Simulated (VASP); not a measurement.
# SnBr2 in VASP: a series of runs

SnBr2 is run at these levels: PBEsol; tasks: single point.

Program: VASP 6.6.1. These are calculated values, not measurements. Logs are shortened: lines on timing, memory, paths and dates and some standing lists are left out, and cuts for length are marked.

### 1 The cell of the first run

The cell holds a slab with vacuum, 24 atoms: a = 9.966 Å, b = 8.852 Å, c = 18.959 Å, α = 90.00°, β = 90.00°, γ = 90.00°.

### 2 Single point, PBEsol

INCAR

```
ALGO = Normal ; EDIFF = 1E-7
ENCUT = 520 ; GGA = PS
ISIF = 2 ; ISMEAR = -1
LASPH = True ; LCHARG = True
LELF = True ; LREAL = Auto
LVHAR = True ; LWAVE = False
NBANDS = 130 ; NELM = 100
PREC = Accurate ; SIGMA = 0.05
```

KPOINTS

```
k-points
0
Gamma
  1 1 1
```

POSCAR

```
SnBr2
1.0
    9.9659380000      0.0000000000      0.0000000000
    0.0000000000      8.8518340000      0.0000000000
    0.0000000000      0.0000000000     18.9593480000
Sn Br
8 16
Direct
    0.0000000000      0.0000000000      0.0527444298
    0.5000031106      0.2500046883      0.0527444298
    0.4980865825     -0.0184142631      0.3330599765
   -0.0013546141      0.2617197747      0.3215564164
    0.0000000000      0.4999980795      0.0527444298
    0.5000031106      0.7500027678      0.0527444298
    0.4983274028      0.5071943283      0.3477071047
    0.0168273172      0.7465232629      0.3211608332
    0.0111479722     -0.0030050270      0.1878809335
    0.4403699883     -0.0206397906      0.1422464528
    0.7986503629      0.2500046883      0.0527444298
    0.2013458241      0.2500046883      0.0527444298
    0.5477055948     -0.0003841012      0.4639189069
    0.0254165739     -0.0281749522      0.4064063806
    0.2965802115      0.2257159364      0.3152429081
    0.7342008349      0.2067255215      0.3346001139
    0.0093919910      0.4495339610      0.1911194414
    0.4840588011      0.4883507757      0.1512973969
    0.7986503629      0.7500027678      0.0527444298
    0.2013458241      0.7500027678      0.0527444298
    0.5115424158      0.4574758180      0.4779858463
   -0.0021372800      0.4769971963      0.4219659874
    0.2934495478      0.7497542317      0.3218254130
    0.6821134147      0.7589726604      0.3144253695
```

Potentials or basis: VASP PAW PBE potentials, release 64 (Sn_d, Br).

Launch:

```sh
cat potpaw_PBE.64/Sn_d/POTCAR potpaw_PBE.64/Br/POTCAR > POTCAR
mpirun -np 1 vasp_gam > vasp.out
```

OUTCAR:

```text
EDIFF = 1E-7
   ENCUT = 520
   GGA = PS
   ISIF = 2
   ISMEAR = -1
   LASPH = True
   LREAL = Auto
   NELM = 100
   PREC = Accurate

 ion  position               nearest neighbor table
   1  0.000  0.000  0.053-   9 2.56  20 2.99  19 2.99  12 2.99  11 2.99
   2  0.500  0.250  0.053-  18 2.82  11 2.98  12 2.98  10 3.00
   3  0.498  0.982  0.333-  13 2.53  24 2.72  23 2.90  15 2.97  16 3.08
   4  0.999  0.262  0.322-  16 2.69  22 2.69  17 2.98  15 2.99  14 3.04
   5  0.000  0.500  0.053-  17 2.66  12 2.99  11 2.99  20 2.99  19 2.99
   6  0.500  0.750  0.053-  10 2.71  19 2.98  20 2.98  18 2.98
   7  0.498  0.507  0.348-  21 2.51  24 2.95  23 3.00  15 3.26
   8  0.017  0.747  0.321-  14 2.57  23 2.76  22 3.06
   9  0.011  0.997  0.188-   1 2.56
  10  0.440  0.979  0.142-   6 2.71   2 3.00
  11  0.799  0.250  0.053-   2 2.98   5 2.99   1 2.99
  12  0.201  0.250  0.053-   2 2.98   5 2.99   1 2.99
  13  0.548  1.000  0.464-   3 2.53
  14  0.025  0.972  0.406-   8 2.57   4 3.04
  15  0.297  0.226  0.315-   3 2.97   4 2.99   7 3.26
  16  0.734  0.207  0.335-   4 2.69   3 3.08
  17  0.009  0.450  0.191-   5 2.66   4 2.98
  18  0.484  0.488  0.151-   2 2.82   6 2.98
  19  0.799  0.750  0.053-   6 2.98   1 2.99   5 2.99
  20  0.201  0.750  0.053-   6 2.98   1 2.99   5 2.99
  21  0.512  0.457  0.478-   7 2.51
  22  0.998  0.477  0.422-   4 2.69   8 3.06
  23  0.293  0.750  0.322-   8 2.76   3 2.90   7 3.00
  24  0.682  0.759  0.314-   3 2.72   7 2.95

  LATTYP: Found a simple orthorhombic cell.
 ALAT       =     8.8518340000
 B/A-ratio  =     1.1258613752
 C/A-ratio  =     2.1418553488

  Lattice vectors:

 A1 = (   0.0000000000,  -8.8518340000,   0.0000000000)
 A2 = (   9.9659380000,   0.0000000000,   0.0000000000)
 A3 = (   0.0000000000,   0.0000000000,  18.9593480000)

Analysis of symmetry for initial positions (statically):
=====================================================================
 Subroutine PRICEL returns:
 Original cell was already a primitive cell.

 Routine SETGRP: Setting up the symmetry group for a
 simple orthorhombic supercell.

 Subroutine GETGRP returns: Found  1 space group operations
 (whereof  1 operations were pure point group operations)
 out of a pool of  8 trial point group operations.

The static configuration has the point symmetry C_1 .

Analysis of symmetry for dynamics (positions and initial velocities):
=====================================================================
 Subroutine PRICEL returns:
 Original cell was already a primitive cell.

 Routine SETGRP: Setting up the symmetry group for a
 simple orthorhombic supercell.

 Subroutine GETGRP returns: Found  1 space group operations
 (whereof  1 operations were pure point group operations)
 out of a pool of  8 trial point group operations.

The dynamic configuration has the point symmetry C_1 .

 Subroutine INISYM returns: Found  1 space group operations
 (whereof  1 operations are pure point group operations),
 and found     1 'primitive' translations

----------------------------------------------------------------------------------------

                                     Primitive cell

  volume of cell :    1672.5336

  direct lattice vectors                    reciprocal lattice vectors
     9.965938000  0.000000000  0.000000000     0.100341784  0.000000000  0.000000000
     0.000000000  8.851834000  0.000000000     0.000000000  0.112970939  0.000000000
     0.000000000  0.000000000 18.959348000     0.000000000  0.000000000  0.052744430

  length of vectors
     9.965938000  8.851834000 18.959348000     0.100341784  0.112970939  0.052744430

  position of ions in fractional coordinates (direct lattice)
     0.000000000  0.000000000  0.052744430
     0.500003111  0.250004688  0.052744430
     0.498086583  0.981585737  0.333059977
     0.998645386  0.261719775  0.321556416
     0.000000000  0.499998080  0.052744430
     0.500003111  0.750002768  0.052744430
[... 16 lines left out ...]
     0.293449548  0.749754232  0.321825413
     0.682113415  0.758972660  0.314425370

  ion indices of the primitive-cell ions
   primitive index   ion index
                 1           1
                 2           2
                 3           3
                 4           4
                 5           5
                 6           6
[... 16 lines left out ...]
                23          23
                24          24

----------------------------------------------------------------------------------------

 KPOINTS: k-points

Automatic generation of k-mesh.
 Grid dimensions read from file:
 generate k-points for:    1    1    1

 Generating k-lattice:

  Cartesian coordinates                     Fractional coordinates (reciprocal lattice)
     0.100341784  0.000000000  0.000000000     1.000000000  0.000000000  0.000000000
     0.000000000  0.112970939  0.000000000     0.000000000  1.000000000  0.000000000
     0.000000000  0.000000000  0.052744430     0.000000000  0.000000000  1.000000000

  Length of vectors
     0.100341784  0.112970939  0.052744430

  Shift w.r.t. Gamma in fractional coordinates (k-lattice)
     0.000000000  0.000000000  0.000000000

 Subroutine IBZKPT returns following result:
 ===========================================

 Found      1 irreducible k-points:

 Following reciprocal coordinates:
            Coordinates               Weight
  0.000000  0.000000  0.000000      1.000000
   k-points           NKPTS =      1   k-points in BZ     NKDIM =      1   number of bands    NBANDS=    130
   number of dos      NEDOS =    301   number of ions     NIONS =     24
   total plane-waves  NPLWV = 806400
   dimension x,y,z NGX =    80 NGY =   70 NGZ =  144
   dimension x,y,z NGXF=   160 NGYF=  140 NGZF=  288
   ions per type =               8  16
   NGX,Y,Z   is equivalent  to a cutoff of  13.35, 13.15, 12.63 a.u.
   NGXF,Y,Z  is equivalent  to a cutoff of  26.69, 26.29, 25.25 a.u.
 SYSTEM =  unknown system
   PREC   = accura    normal or accurate (medium, high low for compatibility)
   ISTART =      0    job   : 0-new  1-cont  2-samecut
   ICHARG =      2    charge: 1-file 2-atom 10-const
   ISPIN  =      1    spin polarized calculation?
   LNONCOLLINEAR =      F non collinear calculations
   LSORBIT =      F    spin-orbit coupling
   LASPH  =      T    aspherical Exc in radial PAW
   ENCUT  =  520.0 eV  38.22 Ry    6.18 a.u.  18.53 16.46 35.25*2*pi/ulx,y,z
   NELM   =    100;   NELMIN=  2; NELMDL= -5     # of ELM steps
   EDIFF  = 0.1E-06   stopping-criterion for ELM
   LREAL  =      T    real-space projection
   EDIFFG = 0.1E-05   stopping-criterion for IOM
   NSW    =      0    number of steps for IOM
   IBRION =     -1    ionic relax: 0-MD 1-quasi-New 2-CG
   NFREE  =      0    steps in history (QN), initial steepest desc. (CG)
   ISIF   =      2    stress and relaxation
   ISYM   =      2    0-nonsym 1-usesym 2-fastsym
   POTIM  = 0.5000    time-step for ionic-motion
   TEBEG  =    0.0;   TEEND  =   0.0 temperature during run
   PSTRESS=    0.0 pullay stress
   NELECT =     224.0000    total number of electrons
   NUPDOWN=      -1.0000    fix difference up-down
   EMIN   =  10.00;   EMAX   =-10.00  energy-range for DOS
   EFERMI =   0.00;   METHOD = LEGACY
   ISMEAR =    -1;   SIGMA  =   0.05  broadening in eV -4-tet -1-fermi 0-gaus
   EFERMI_NEDOS =   21; number of points for ismear=-14 and -15
   IALGO  =     38    algorithm
   IMIX   =      4    mixing-type and parameters
     AMIX     =   0.40;   BMIX     =  1.00
     AMIX_MAG =   1.60;   BMIX_MAG =  1.00
  volume/ion in A,a.u.               =      69.69       470.28
  Fermi-wavevector in a.u.,A,eV,Ry     =   0.837592  1.582820  9.545310  0.701560
  Thomas-Fermi vector in A             =   1.951507
   LORBIT       =      0    0 simple, 1 ext, 2 COOP (PROOUT), +10 PAW based schemes
   GGA     = PS    functional components
   LHFCALC =     F    Hartree Fock is set to
   AEXX    =    0.0000 exact exchange contribution
   IVDW    =     0    specifies the selected vdW correction
   LEPSILON=     F    determine dielectric tensor
   LRPA    =     F    only Hartree local field effects (RPA)
 non-spin polarized calculation
  energy-cutoff  :      520.00
  volume of cell :     1672.53
 maximum number of plane-waves:     22536
 NGX is ok and might be reduce to    80
   NGX = 37   NGY = 33   NGZ = 71

 number of electron     224.0000000 magnetization

 Free energy of the ion-electron system (eV)
  ---------------------------------------------------
  ext. energy  EPLUGINS =         0.00000000
  ---------------------------------------------------
  free energy    TOTEN  =       -77.86415876 eV

  energy without entropy =      -77.81075911  energy(sigma->0) =      -77.83745894

 E-fermi :  -1.3519     XC(G=0):  -4.6846

 val. band max:       -1.4773379199   @ k =   0.0000   0.0000   0.0000
 cond. band min:      -1.2264555140   @ k =   0.0000   0.0000   0.0000
 fundamental gap:      0.2508824059
 Fermi energy:        -1.3518968160

 k-point     1 :       0.0000    0.0000    0.0000
  band No.  band energies     occupation
      1     -24.1549      2.00000
      2     -24.1449      2.00000
      3     -24.1382      2.00000
      4     -24.1297      2.00000
      5     -24.1133      2.00000
      6     -24.0992      2.00000
[... 116 lines left out ...]
    123       1.1555      0.00000
    124       1.2838      0.00000
 [bands above 124 left out]

------------------------ aborting loop because EDIFF is reached ----------------------------------------

  FORCE on cell =-STRESS in cart. coord.  units (eV):
  Direction    XX          YY          ZZ          XY          YZ          ZX
  --------------------------------------------------------------------------------------
  -------------------------------------------------------------------------------------
  Total       -9.1593038      1.5477605     -3.5839092     -0.6448270      2.9232413     -0.1676339
  in kB       -8.7740117      1.4826530     -3.4331497     -0.6177019      2.8002732     -0.1605823
  external PRESSURE =      -3.5748361 kB  Pullay stress =       0.0000000 kB

 VOLUME and BASIS-vectors are now :
 -----------------------------------------------------------------------------
  energy-cutoff  :      520.00
  volume of cell :     1672.53
      direct lattice vectors                 reciprocal lattice vectors
     9.965938000  0.000000000  0.000000000     0.100341784  0.000000000  0.000000000
     0.000000000  8.851834000  0.000000000     0.000000000  0.112970939  0.000000000
     0.000000000  0.000000000 18.959348000     0.000000000  0.000000000  0.052744430

 POSITION                                       TOTAL-FORCE (eV/Angst)
 -----------------------------------------------------------------------------------
      0.00000      0.00000      1.00000         0.062117      0.001413     -0.108331
      4.98300      2.21300      1.00000        -0.266286      0.120852      0.748284
      4.96390      8.68883      6.31460         0.040274      0.885626      0.088566
      9.95244      2.31670      6.09650         0.349414     -0.491390      0.129120
      0.00000      4.42590      1.00000         0.096622     -0.128244      0.299976
      4.98300      6.63890      1.00000        -0.249310     -0.359774      0.568267
[... 16 lines left out ...]
      2.92450      6.63670      6.10160         0.128968     -0.407875      0.058211
      6.79790      6.71830      5.96130         0.642546     -0.665946     -0.011799
 -----------------------------------------------------------------------------------
    total drift:                                0.058749     -0.003076      0.016025

  FREE ENERGIE OF THE ION-ELECTRON SYSTEM (eV)
  ---------------------------------------------------
  free  energy   TOTEN  =       -77.8641587563 eV

  energy  without entropy=      -77.8107591144  energy(sigma->0) =      -77.83745894
```

It took 20 min on 1 thread of Oxide Virtual Turin-like, shared host; peak memory 1.3 GiB.

What came out:

- Free energy: -77.8642 eV
- Largest force: 0.925 eV/Å

Forces on the atoms (eV/Å):
```
Sn   0.062  0.001 -0.108
Sn  -0.266  0.121  0.748
Sn   0.040  0.886  0.089
Sn   0.349 -0.491  0.129
Sn   0.097 -0.128  0.300
Sn  -0.249 -0.360  0.568
Sn   0.047 -0.686 -0.212
Sn  -0.440 -0.454 -0.029
Br  -0.037 -0.029  0.230
Br   0.528  0.288 -0.389
Br  -0.165 -0.038  0.002
Br   0.095  0.066 -0.151
Br  -0.228 -0.169  0.117
Br  -0.067  0.390  0.250
Br   0.151  0.459  0.101
Br  -0.611  0.367 -0.199
Br  -0.054  0.350 -0.279
Br   0.146  0.065 -0.868
Br  -0.098 -0.013  0.117
Br  -0.067 -0.265 -0.071
Br  -0.053  0.211  0.029
Br   0.047  0.503 -0.421
Br   0.129 -0.408  0.058
Br   0.643 -0.666 -0.012
```

Caveat: the k points lie up to 0.71 Å⁻¹ apart; the PAW data sets were made with another functional, which shifts forces and pressure a little; spin-orbit coupling is left out, which moves the levels of the heavy elements.

[end of part 1 of 2]
